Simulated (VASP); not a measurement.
Wanted: the native input for a VASP 6.6.1 run.

```
Task                   : single point
Functional             : PBEsol
Potentials or basis    : VASP PAW PBE potentials, release 64 (Ta_pv, N)
Cutoff                 : 520 eV
k mesh                 : 20 × 20 × 20
Occupations            : gaussian, width 0.15 eV
Spin                   : no spin polarisation
Dipole correction      : no
Further INCAR settings : ALGO = Normal; EDIFF = 1e-06; NBANDS = 15
```

The structure of TaN lies in POSCAR:

```
TaN
1.0
   -0.1735653234      2.1041948265      2.1041948265
    2.1041948265     -0.1735653234      2.1041948265
    2.1041948265      2.1041948265     -0.1735653234
Ta N
1 1
Direct
    0.5000000000      0.5000000000      0.5000000000
    0.0000000000      0.0000000000      0.0000000000
```

These files were run (other wordings do the same):

INCAR

```
SYSTEM = TaN
  PREC = Accurate
  ENCUT = 520
  EDIFF = 1E-6
  ISMEAR = 0
  SIGMA = 0.15
  LREAL = .False.
  LASPH = .True.
  NELM = 80
  ALGO = Normal
  ISIF = 2
  LWAVE = .False.
  LCHARG = .False.
  GGA = PS
  NBANDS = 15
```

KPOINTS

```
Automatic mesh
0
Gamma
  20 20 20
  0 0 0
```

Potentials or basis: VASP PAW PBE potentials, release 64 (Ta_pv, N).

Command:

```console
$ cat potpaw_PBE.64/Ta_pv/POTCAR potpaw_PBE.64/N/POTCAR > POTCAR
$ mpirun -np 1 vasp_std > vasp.out
```

Results of the run:

| Property | Result |
| --- | --- |
| Pressure | 1.7 GPa |
| Band gap on the k mesh | zero (band 8 reaches 12.03 eV, above the bottom of band 9 at 6.62 eV) |

Caveat: the PAW data sets were made with another functional, which shifts forces and pressure a little; spin-orbit coupling is left out, which moves the levels of the heavy elements.

Run time: 4.5 min on 1 thread of AMD EPYC 7R43 64-Core Processor (Zen 3), on a shared host, peak memory 0.31 GiB.
